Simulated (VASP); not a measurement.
Runs of VASP 6.6.1 on Cu2IBr. The structure is trigonal, space group R-3m (No. 166). Conventional cell: a = 3.937 Å, b = 3.937 Å, c = 19.163 Å, α = 90.00°, β = 90.00°, γ = 120.00°. Within 3.7 Å of I (site symmetry -3m) lie 6 Cu at 2.79 Å. Br (site symmetry -3m) has 6 Cu at 2.77 Å within 3.6 Å. Cu (site symmetry 3m) has 3 Br at 2.77 Å and 3 I at 2.79 Å within 3.6 Å. 

| task | level | potentials or basis | U | cell | cutoff (eV) | gap on the mesh (eV) | pressure (GPa) | largest force (eV/Å) |
| --- | --- | --- | --- | --- | --- | --- | --- | --- |
| single point | LDA+U | VASP PAW LDA potentials, release 64 (I, Br, Cu) | Cu d U = 4.0 eV | as given | 520 | (b) | -5.1 | 0.02 |
| single point | LDA+U | VASP PAW LDA potentials, release 64 (I, Br, Cu) | Cu d U = 5.0 eV | as given | 520 | 0.53 | -5.0 | 0.03 |
| single point | LDA+U | VASP PAW LDA potentials, release 64 (I, Br, Cu) | Cu d U = 6.0 eV | as given | 520 | (a) | -5.0 | 0.04 |
| relaxation of cell and atoms | PBEsol+D4 | VASP PAW PBE potentials, release 64 (I, Br, Cu) | - | relaxed | 600 | none | 0.0 | - |
| single point | LDA+U | VASP PAW LDA potentials, release 64 (I, Br, Cu) | Cu d U = 8.0 eV | as given | 520 | 0.96 | -5.0 | 0.05 |

Alike in all rows: no spin polarisation; k mesh 8 × 8 × 8; smearing fermi-dirac 0.05 eV.

**Question.** Estimate the missing entries.

**Answer.** (a) 0.68; (b) 0.37.

Caveats: spin-orbit coupling is left out, which moves the levels of the heavy elements; the cell stands under tension (at least some runs); semilocal functionals underestimate gaps, and a narrow one can read as zero (at least some runs); the PAW data sets were made with another functional, which shifts forces and pressure a little (at least some runs).

A k mesh can miss the band edges, and the runs leave out spin-orbit coupling on Br, I.

A gap of «none» marks levels without a gap at the run's occupations.
